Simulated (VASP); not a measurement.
A run of VASP 6.6.1:

Contents of INCAR:

```
SYSTEM = VRu
  PREC = Accurate
  ENCUT = 500
  EDIFF = 1E-6
  ISMEAR = 1
  SIGMA = 0.1
  LREAL = .False.
  LASPH = .True.
  NELM = 200
  ALGO = Normal
  ISIF = 2
  LWAVE = .False.
  LCHARG = .False.
  ISPIN = 2
  MAGMOM = 1.5 0
  LORBIT = 11
  LMAXMIX = 4
  GGA = CA
  NBANDS = 24
  GGA_COMPAT = .False.
```

Contents of KPOINTS:

```
regular mesh
0
Gamma
  4 4 4
  0 0 0
```

File POSCAR:

```
VRu
1.0
    2.9900000000      0.0000000000      0.0000000000
    0.0000000000      2.9900000000      0.0000000000
    0.0000000000      0.0000000000      2.9900000000
V Ru
1 1
Direct
    0.5000000000      0.5000000000      0.5000000000
    0.0000000000      0.0000000000      0.0000000000
```

Potentials or basis: VASP PAW LDA potentials, release 64 (V_sv, Ru_pv).

Command:

```console
$ cat potpaw_LDA.64/V_sv/POTCAR potpaw_LDA.64/Ru_pv/POTCAR > POTCAR
$ mpirun -np 1 vasp_std > vasp.out
```

Hardware: 1 thread of Intel(R) Xeon(R) 6975P-C (Granite Rapids) (shared host).

Problem. How long does it take, and how much memory?

Solution. It took 5.2 s on 1 thread of Intel(R) Xeon(R) 6975P-C (Granite Rapids), on a shared host, peak memory 0.13 GiB. Counts: scf iterations 16, k points 10.
